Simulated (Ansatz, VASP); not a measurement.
## Ta: VASP beside Ansatz

```
CELL_PARAMETERS angstrom
-1.62348 1.62348 1.62348
1.62348 -1.62348 1.62348
1.62348 1.62348 -1.62348
ATOMIC_POSITIONS crystal
Ta 0.00000 0.00000 0.00000
```

Alike in both runs: task relaxation of cell and atoms; functional LDA; k mesh 16 × 16 × 16; occupations gaussian, width 0.1 eV; no spin polarisation.

|  | VASP | Ansatz |
| --- | --- | --- |
| version | VASP 6.6.1 | Ansatz 0.2.0 |
| potentials or method | VASP PAW LDA potentials, release 64 (Ta_pv), cutoff 600 eV | scalar-relativistic, plane waves, PAW |
| valence electrons in the cell | 11 | 13 |

Ansatz gave:

* gap on the k mesh at the Fermi level, each at its own relaxed structure (eV): none
* relaxed volume (Å³/atom): 17.21
* relaxed cell length with the largest relative difference (Å): 2.817

Task: What did VASP give for the same quantities?

Result: gap on the k mesh at the Fermi level, each at its own relaxed structure (eV): none; relaxed volume (Å³/atom): 17.27; relaxed cell length with the largest relative difference (Å): 2.820.

Ansatz warns that its potentials were made for another functional, while VASP's fit it. LDA's correlation is that of Perdew and Zunger in VASP and of Perdew and Wang (1992) in Ansatz. A gap of «none» marks a metal or a gap that the smearing closes. VASP's potentials hold 11 valence electrons a cell and Ansatz's 13, so a difference there can come from the potentials and not from the codes.

Spin-orbit coupling is off throughout.
